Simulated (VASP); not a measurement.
Input of a VASP 6.6.1 run:

POSCAR

```
PbF2
1.0
    3.6730223619      0.0000000048      0.0000000000
   -1.8365111851      3.1809306717      0.0000000000
    0.0000000000      0.0000000000      5.5926686641
Pb F
1 2
Direct
    0.0000000000      0.0000000000      0.0000000000
    0.3333333333      0.6666666667      0.2269692677
    0.3333333333      0.6666666667      0.7730307323
```

INCAR.step1

```
SYSTEM = PbF2
  PREC = Accurate
  ENCUT = 520
  ISMEAR = -1
  SIGMA = 0.03
  LREAL = .False.
  LASPH = .True.
  NELM = 100
  NBANDS = 21
  GGA = PE
  ALGO = Normal
  EDIFF = 1E-4
  LWAVE = .True.
  LCHARG = .False.
```

File INCAR.step2:

```
SYSTEM = PbF2
  PREC = Accurate
  ENCUT = 520
  EDIFF = 1E-6
  ISMEAR = -1
  SIGMA = 0.03
  LREAL = .False.
  LASPH = .True.
  NELM = 100
  ALGO = Normal
  ISIF = 2
  LWAVE = .False.
  LCHARG = .False.
  METAGGA = R2SCAN
  LMIXTAU = .True.
  LUSE_VDW = .True.
  IVDW_NL = 2
  BPARAM = 11.95
  CPARAM = 0.0093
  NBANDS = 21
  ISTART = 1
```

The input KPOINTS:

```
Automatic mesh
0
Gamma
  12 12 4
  0 0 0
```

Potentials or basis: VASP PAW PBE potentials, release 64 (Pb_d, F).

The run is started by

```console
$ cat potpaw_PBE.64/Pb_d/POTCAR potpaw_PBE.64/F/POTCAR > POTCAR
$ cp INCAR.step1 INCAR
$ mpirun -np 1 vasp_std > vasp.out
$ cp INCAR.step2 INCAR
$ mpirun -np 1 vasp_std > vasp.out
```

Problem. Predict the largest force.

Solution. 0.033 eV/Å.

Problem. Predict the band gap on the k mesh.

Solution. 3.66 eV (least direct gap 4.11 eV).

Forces in eV/Å, atoms in the order of the input:
```
Pb   0.000  0.000  0.000
F    0.000  0.000  0.033
F    0.000  0.000 -0.033
```

Caveat: the PAW data sets were made with another functional, which shifts forces and pressure a little; spin-orbit coupling is left out, which moves the levels of the heavy elements. A k mesh can miss the band edges.
